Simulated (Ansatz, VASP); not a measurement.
# One calculation of La2SnO5, two programs

```
La Sn O
1.0
    -1.97833    1.97833    8.26012
     1.97833   -1.97833    8.26012
     1.97833    1.97833   -8.26012
La Sn O
2 1 5
Cartesian
  0.0000 0.0000 5.8851
  0.0000 0.0000 11.5583
  0.0000 0.0000 0.1410
  0.0000 0.0000 2.0921
  1.9783 0.0000 -0.5873
  0.0000 1.9783 -0.5873
  1.9783 0.0000 4.5682
  0.0000 1.9783 4.5682
```

Alike in both runs: functional PBE; k mesh 4 × 4 × 4; occupations gaussian, width 0.15 eV; no spin polarisation.

Ansatz relaxed the structure, and its values are those at the end. VASP's run is a single point on that final structure, the one shown.

|  | VASP | Ansatz |
| --- | --- | --- |
| version | VASP 6.6.1 | Ansatz 0.2.0 |
| potentials or method | VASP PAW PBE potentials, release 64 (La, Sn_d, O), cutoff 520 eV | scalar-relativistic, plane waves, PAW |
| valence electrons in the cell | 66 | 66 |

VASP gave:

| Quantity | Value |
| --- | --- |
| gap on the k mesh at the Fermi level (eV) | 0.78 |
| least direct gap on the mesh (eV) | 0.95 |
| pressure (GPa) | 0.0 |
| rms of the force components (eV/Å) | 0.033 |

**Question.** Estimate Ansatz's values.

**Answer.** gap on the k mesh at the Fermi level (eV): 0.82; least direct gap on the mesh (eV): 0.99; pressure (GPa): 0.1; rms of the force components (eV/Å): 0.014.

The functional is the same, so the differences come from potentials, cutoffs and numerics.

The k mesh is coarse, so the values compare programs but aren't converged. Spin-orbit coupling is off throughout.
